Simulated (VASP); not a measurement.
# SnSe2 (P-3m1) in VASP: notebook, part 2 of 2

VASP 6.6.1. The steps go on from the part before.

**3. Single point, PBE (biaxial strain in the a-b plane: -4.0 %, then relaxed in part)**

Input file INCAR:

```
SYSTEM = SnSe2
  PREC = Accurate
  ENCUT = 520
  EDIFF = 1E-6
  ISMEAR = 0
  SIGMA = 0.02
  LREAL = .FALSE.
  LASPH = .TRUE.
  NELM = 100
  ALGO = Normal
  ISIF = 2
  LWAVE = .FALSE.
  LCHARG = .FALSE.
  GGA = PE
  NBANDS = 20
```

Input file KPOINTS:

```
Automatic mesh
0
G
  12 12 4
  0 0 0
```

Input file POSCAR:

```
SnSe2
1.0
    3.7168054208      0.0000000000      0.0000000000
   -1.8584027104      3.2188479154      0.0000000000
    0.0000000000      0.0000000000      7.3007104801
Sn Se
1 2
Direct
    0.0000000000      0.0000000000      0.0000000000
    0.6666666667      0.3333333333      0.7748995539
    0.3333333333      0.6666666667      0.2251004461
```

Potentials or basis: VASP PAW PBE potentials, release 64 (Sn_d, Se).

On the command line:

```sh
$ cat potpaw_PBE.64/Sn_d/POTCAR potpaw_PBE.64/Se/POTCAR > POTCAR
$ mpirun -np 1 vasp_std > vasp.out
```

OUTCAR:

```text
SYSTEM = SnSe2
   PREC = Accurate
   ENCUT = 520
   EDIFF = 1E-6
   ISMEAR = 0
   LREAL = .FALSE.
   LASPH = .TRUE.
   NELM = 100
   ISIF = 2
   GGA = PE

 ion  position               nearest neighbor table
   1  0.000  0.000  0.000-   2 2.70   3 2.70   2 2.70   3 2.70   2 2.70   3 2.70
   2  0.667  0.333  0.775-   1 2.70   1 2.70   1 2.70
   3  0.333  0.667  0.225-   1 2.70   1 2.70   1 2.70

  LATTYP: Found a hexagonal cell.
 ALAT       =     3.7168054208
 C/A-ratio  =     1.9642433901

  Lattice vectors:

 A1 = (   3.7168054208,   0.0000000000,   0.0000000000)
 A2 = (  -1.8584027104,   3.2188479154,   0.0000000000)
 A3 = (   0.0000000000,   0.0000000000,   7.3007104801)

Analysis of symmetry for initial positions (statically):
=====================================================================
 Subroutine PRICEL returns:
 Original cell was already a primitive cell.

 Routine SETGRP: Setting up the symmetry group for a
 hexagonal supercell.

 Subroutine GETGRP returns: Found 12 space group operations
 (whereof 12 operations were pure point group operations)
[... 158 lines left out ...]
 Free energy of the ion-electron system (eV)
  ---------------------------------------------------
  ext. energy  EPLUGINS =         0.00000000
  ---------------------------------------------------
  free energy    TOTEN  =       -11.76874378 eV

  energy without entropy =      -11.76874378  energy(sigma->0) =      -11.76874378

 E-fermi :   3.2890     XC(G=0):  -8.7083

 val. band max:        3.1489601489   @ k =   0.0833  -0.0000   0.2500
 cond. band min:       3.6124362304   @ k =   0.5000   0.0000   0.5000
 fundamental gap:      0.4634760815
 Fermi energy:         3.2889795858

 k-point     1 :       0.0000    0.0000    0.0000
  band No.  band energies     occupation
      1     -18.2413      2.00000
      2     -18.2413      2.00000
      3     -18.1857      2.00000
      4     -18.1740      2.00000
      5     -18.1740      2.00000
      6     -10.8338      2.00000
[... 541 lines left out ...]
     19      11.0671      0.00000
     20      11.4476      0.00000

 [... further k-points ...]
[... 5 lines left out ...]
  --------------------------------------------------------------------------------------
  -------------------------------------------------------------------------------------
  Total        2.6788344      2.6788344      0.0566415      0.0000000      0.0000000      0.0000000
  in kB       49.1384034     49.1384034      1.0389865      0.0000000      0.0000000      0.0000000
  external PRESSURE =      33.1052644 kB  Pullay stress =       0.0000000 kB

 VOLUME and BASIS-vectors are now :
 -----------------------------------------------------------------------------
  energy-cutoff  :      520.00
  volume of cell :       87.34
      direct lattice vectors                 reciprocal lattice vectors
     3.716805421  0.000000000  0.000000000     0.269048252  0.155335080  0.000000000
    -1.858402710  3.218847915  0.000000000     0.000000000  0.310670161  0.000000000
     0.000000000  0.000000000  7.300710480     0.000000000  0.000000000  0.136972970

 POSITION                                       TOTAL-FORCE (eV/Angst)
 -----------------------------------------------------------------------------------
      0.00000      0.00000      0.00000        -0.000000      0.000000     -0.000000
      1.85840      1.07295      5.65732        -0.000000     -0.000000     -0.017549
     -0.00000      2.14590      1.64339         0.000000      0.000000      0.017549
 -----------------------------------------------------------------------------------
    total drift:                               -0.000000      0.000000      0.000000

  FREE ENERGIE OF THE ION-ELECTRON SYSTEM (eV)
  ---------------------------------------------------
  free  energy   TOTEN  =       -11.7687437841 eV

  energy  without entropy=      -11.7687437841  energy(sigma->0) =      -11.76874378
```

Run time: 52 s. Hardware: 1 thread of Intel Xeon Platinum 8559C (Emerald Rapids), shared host; peak memory 0.27 GiB.

Results:

* Free energy: -11.7687 eV
* Pressure: 3.3 GPa
* Largest force: 0.018 eV/Å
* Band gap on the k mesh: 0.46 eV, indirect (least direct gap 0.99 eV)

Forces on the atoms (eV/Å):
```
Sn   0.000  0.000  0.000
Se   0.000  0.000 -0.018
Se   0.000  0.000  0.018
```

Levels at points of the mesh, in eV from the valence-band top:
| k point | band 11 | band 12 | band 13 | band 14 | band 15 | band 16 |
| --- | --- | --- | --- | --- | --- | --- |
| (0.00, 0.00, 0.00) | -0.43 | -0.07 | -0.07 | 1.30 | 3.34 | 4.75 |
| (0.50, 0.00, 0.00) | -2.29 | -1.27 | -0.46 | 0.73 | 3.78 | 5.23 |
| (0.00, 0.00, 0.50) | -0.45 | -0.04 | -0.04 | 2.23 | 3.26 | 4.70 |
| (0.50, 0.00, 0.50) | -2.26 | -1.11 | -0.53 | 0.46 | 3.92 | 4.48 |

Caveat: the cell differs from its parent crystal (biaxial strain in the a-b plane: -4.0 %, then relaxed in part); spin-orbit coupling is left out, which moves the levels of the heavy elements; this functional lacks dispersion, which binds the layers, so the pressure and a relaxed spacing across them are unreliable.

**4. Single point, PBE**

This run uses another cell than the first one, of 29.11 Å³/atom, 1.023 times its volume.

Input file INCAR:

```
  PREC = Accurate
  ENCUT = 520
  EDIFF = 1E-6
  ISMEAR = 0
  SIGMA = 0.02
  LREAL = False
  LASPH = True
  NELM = 100
  ALGO = Normal
  ISIF = 2
  LWAVE = False
  LCHARG = True
  GGA = PE
  LELF = True
  LVHAR = True
  NBANDS = 20
```

Input file KPOINTS:

```
Automatic mesh
0
Gamma
  12 12 4
```

POSCAR is that of step 3.

On the command line:

```sh
$ cat potpaw_PBE.64/Sn_d/POTCAR potpaw_PBE.64/Se/POTCAR > POTCAR
$ mpirun -np 1 vasp_std > vasp.out
```

It took 56 s on 1 thread of Intel Xeon Platinum 8559C (Emerald Rapids), shared host; peak memory 0.26 GiB.

The run converged. Its results:

| Property | Result |
| --- | --- |
| Free energy | -11.7687 eV |
| Pressure | 3.3 GPa |
| Largest force | 0.018 eV/Å |
| Band gap on the k mesh | 0.46 eV, indirect (least direct gap 0.99 eV) |

Forces in eV/Å, atoms in the order of the input:
```
Sn   0.000  0.000  0.000
Se   0.000  0.000 -0.018
Se   0.000  0.000  0.018
```

Stress tensor (GPa, compression positive):
```
4.91 0.00 0.00
0.00 4.91 0.00
0.00 0.00 0.10
```

Levels at points of the mesh, in eV from the valence-band top:
```
           k point  band 11  band 12  band 13  band 14  band 15  band 16
(0.00, 0.00, 0.00)    -0.43    -0.07    -0.07     1.30     3.34     4.75
(0.50, 0.00, 0.00)    -2.29    -1.27    -0.46     0.73     3.78     5.23
(0.00, 0.00, 0.50)    -0.45    -0.04    -0.04     2.23     3.26     4.70
(0.50, 0.00, 0.50)    -2.26    -1.11    -0.53     0.46     3.92     4.48
```

Caveat: spin-orbit coupling is left out, which moves the levels of the heavy elements; this functional lacks dispersion, which binds the layers, so the pressure and a relaxed spacing across them are unreliable. A k mesh can miss the band edges.
